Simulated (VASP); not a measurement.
A run of VASP 6.6.1 is set up as follows.

Contents of INCAR:

```
SYSTEM = BaTe
  PREC = Accurate
  ENCUT = 500
  EDIFF = 1E-6
  ISMEAR = 0
  SIGMA = 0.05
  LREAL = .False.
  LASPH = .True.
  NELM = 120
  ALGO = Normal
  ISIF = 2
  LWAVE = .False.
  LCHARG = .True.
  GGA = PE
  LELF = .True.
  LVHAR = .True.
  NBANDS = 15
  GGA_COMPAT = .False.
```

KPOINTS

```
Automatic mesh
0
Gamma
  4 4 4
  0 0 0
```

POSCAR

```
BaTe
1.0
    0.0000000000      3.9141586662      3.9141586662
    3.9141586662      0.0000000000      3.9141586662
    3.9141586662      3.9141586662      0.0000000000
Ba Te
1 1
Direct
    0.0000000000      0.0000000000      0.0000000000
    0.2500000000      0.2500000000      0.2500000000
```

Potentials or basis: VASP PAW PBE potentials, release 64 (Ba_sv, Te).

Run with:

```bash
$ cat potpaw_PBE.64/Ba_sv/POTCAR potpaw_PBE.64/Te/POTCAR > POTCAR
$ mpirun -np 1 vasp_std > vasp.out
```

(1) Estimate the band gap on the k mesh.

(2) Predict the pressure.

Results:

(1) 2.58 eV (least direct gap 2.92 eV).

(2) 0.2 GPa.

Caveat: spin-orbit coupling is left out, which moves the levels of the heavy elements.
